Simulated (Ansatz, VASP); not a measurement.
## Ru in VASP and in Ansatz

```xyz
2
Lattice="2.7058 0.0000 0.0000 -1.3529 2.3433 0.0000 0.0000 0.0000 4.2819" Properties=species:S:1:pos:R:3 pbc="T T T"
Ru   -0.1500    1.2622    1.0705
Ru    1.3529    0.7811    3.2114
```

Alike in both runs: task single point; functional PBEsol; k mesh 24 × 24 × 12; occupations gaussian, width 0.15 eV; no spin polarisation.

```csv
,VASP,Ansatz
version,VASP 6.6.1,Ansatz 0.2.0
potentials or method,"VASP PAW PBE potentials, release 64 (Ru_pv), cutoff 520 eV","scalar-relativistic, plane waves, PAW"
valence electrons in the cell,28,32
```

|  | VASP | Ansatz | Ansatz less VASP |
| --- | --- | --- | --- |
| gap on the k mesh at the Fermi level (eV) | none | none | - |
| pressure (GPa) | -1.1 | -1.1 | +0.02 |
| traceless stress, the component that is largest in VASP (GPa) | -8.42 | -8.35 | +0.075 |
| rms of the force components (eV/Å) | 1.281 | 1.280 | -0.0005 |

VASP's potentials were made for PBE, not for PBEsol. Atom by atom the forces differ by 0.005 eV/Å (rms over components). A gap of «none» marks a metal or a gap that the smearing closes. With one functional, cell and mesh, what is left measures potentials, basis and numerics. VASP's potentials hold 28 valence electrons a cell and Ansatz's 32, so a difference there can come from the potentials and not from the codes.
